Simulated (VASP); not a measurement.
Set up this calculation in VASP 6.6.1, as the native input.

```yaml
Task: single point
Functional: r2SCAN
Potentials_or_basis: VASP PAW PBE potentials, release 64 (Rh_pv)
Cutoff: 520 eV
k_mesh: 24 × 24 × 14
Occupations: gaussian, width 0.15 eV
Spin: no spin polarisation
Dipole_correction: no
Further_INCAR_settings: ALGO = Normal; EDIFF = 1e-06; NBANDS = 22
```

Crystal: Rh.

```
CELL_PARAMETERS angstrom
2.59550 0.00000 0.00000
-1.29775 2.24777 0.00000
0.00000 0.00000 4.34862
ATOMIC_POSITIONS crystal
Rh 0.66667 0.33333 0.75000
Rh 0.33333 0.66667 0.25000
```

This cell differs from its parent crystal: strain -0.040 along x and y, +0.000 along z.

The input as run:

POSCAR

```
Rh
1.0
    2.5954974576      0.0000000000      0.0000000000
   -1.2977487288      2.2477667337      0.0000000000
    0.0000000000      0.0000000000      4.3486172186
Rh
2
Direct
    0.6666666667      0.3333333333      0.7500000000
    0.3333333333      0.6666666667      0.2500000000
```

INCAR.step1

```
ALGO = Normal ; EDIFF = 1E-4
ENCUT = 520 ; GGA = PE
ISMEAR = 0 ; LASPH = T
LCHARG = F ; LREAL = F
LWAVE = T ; NBANDS = 22
NELM = 100 ; PREC = Accurate
SIGMA = 0.15
```

INCAR.step2

```
ALGO = Normal ; EDIFF = 1E-6
ENCUT = 520 ; ISIF = 2
ISMEAR = 0 ; ISTART = 1
LASPH = T ; LCHARG = F
LMIXTAU = T ; LREAL = F
LWAVE = F ; METAGGA = R2SCAN
NBANDS = 22 ; NELM = 100
PREC = Accurate ; SIGMA = 0.15
```

KPOINTS

```
k-points
0
Gamma
  24 24 14
```

Potentials or basis: VASP PAW PBE potentials, release 64 (Rh_pv).

The run is started by

```sh
$ cat potpaw_PBE.64/Rh_pv/POTCAR > POTCAR
$ cp INCAR.step1 INCAR
$ mpirun -np 1 vasp_std > vasp.out
$ cp INCAR.step2 INCAR
$ mpirun -np 1 vasp_std > vasp.out
```

It gave:

| Item | Value |
| --- | --- |
| Pressure | 30.3 GPa |
| Band gap on the k mesh | zero (bands 15 and 16 overlap by 3.00 eV) |

Caveat: the cell differs from its parent crystal (strain -0.040 along x and y, +0.000 along z); the stress differs along the axes, from 21 to 35 GPa; the PAW data sets were made with another functional, which shifts forces and pressure a little.

Run time: 17 min on 1 thread of Oxide Virtual Turin-like Processor, on a shared host, peak memory 0.27 GiB.
